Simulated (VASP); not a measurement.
K3Zr2S:

```
K Zr S
1.0
     6.22721    0.00000    0.00000
    -3.11361    5.39292    0.00000
     0.00000    0.00000    5.07437
K Zr S
3 2 1
Direct
  0.50000 0.00000 0.00000
  0.00000 0.50000 0.00000
  0.50000 0.50000 0.00000
  0.33333 0.66667 0.41798
  0.66667 0.33333 0.58202
  0.00000 0.00000 0.50000
```

- Program: VASP 6.6.1
- Task: relaxation of cell and atoms
- Functional: PBE
- Potentials or basis: VASP PAW PBE potentials, release 64 (K_sv, Zr_sv, S)
- Cutoff: 600 eV
- k mesh: 3 × 3 × 4
- Occupations: gaussian, width 0.1 eV
- Spin: no spin polarisation

At the start: pressure 4.0 GPa; volume 28.40 Å³/atom.

Task: Where does the relaxation end?

Result: Over 9 steps the energy falls by 584.7 meV/atom and the volume is 31.82 Å³/atom (+12.0 %); space group P6/mmm (No. 191, to 0.05 Å).

Step by step:
```csv
step,energy change (eV),largest force (eV/Å),pressure (GPa),volume (Å³)
1,0.0000,2.8256,4.04,170.41
2,-1.8889,2.0524,1.54,187.97
3,-3.1265,0.1016,-2.67,230.07
4,-3.2288,0.1766,-2.11,221.03
5,-3.2305,0.2526,-1.95,218.88
6,-3.4569,0.1067,-1.08,202.98
7,-3.5017,0.0242,-0.40,194.51
8,-3.5026,0.0105,-0.27,193.07
9,-3.5081,0.0089,-0.03,190.89
```

Final structure:
```
K Zr S
1.0
     5.77760    0.00000    0.00000
    -2.88880    5.00355    0.00000
     0.00000    0.00000    6.60341
K Zr S
3 2 1
Direct
  0.50000 0.00000 0.00000
  0.00000 0.50000 0.00000
  0.50000 0.50000 0.00000
  0.33333 0.66667 0.49969
  0.66667 0.33333 0.50031
  0.00000 0.00000 0.50000
```

Caveat: the k points lie up to 0.42 Å⁻¹ apart in the final cell.
